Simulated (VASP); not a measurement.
GaAs, 2 atoms in the cell. Symmetry: F-43m, No. 216, cubic system. The conventional cell has a = 5.538 Å, b = 5.538 Å, c = 5.538 Å, α = 90.00°, β = 90.00°, γ = 90.00°. As (site symmetry -43m) has 4 Ga at 2.40 Å within 3.2 Å. Ga (site symmetry -43m) has 4 As at 2.40 Å within 3.2 Å. 

| Quantity | Value |
| --- | --- |
| Program | VASP 6.6.1 |
| Task | single point |
| Functional | r2SCAN |
| Potentials or basis | VASP PAW PBE potentials, release 64 (As, Ga_d) |
| Cutoff | 520 eV |
| k mesh | 8 × 8 × 8 |
| Occupations | fermi-dirac, width 0.05 eV |
| Spin | no spin polarisation |
| Dipole correction | no |
| Further INCAR settings | ALGO = Normal; EDIFF = 1e-06; NBANDS = 16 |

Potentials or basis: VASP PAW PBE potentials, release 64 (As, Ga_d).

Command:

```console
$ cat potpaw_PBE.64/As/POTCAR potpaw_PBE.64/Ga_d/POTCAR > POTCAR
$ cp INCAR.step1 INCAR
$ mpirun -np 1 vasp_std > vasp.out
$ cp INCAR.step2 INCAR
$ mpirun -np 1 vasp_std > vasp.out
```

Hardware: 1 thread of Intel Xeon 6975P-C, on a shared host.

Task: How long does it take, and how much memory?

Result: It took 67 s on 1 thread of Intel Xeon 6975P-C (shared host), peak memory 0.18 GiB. Counts: k points 29.
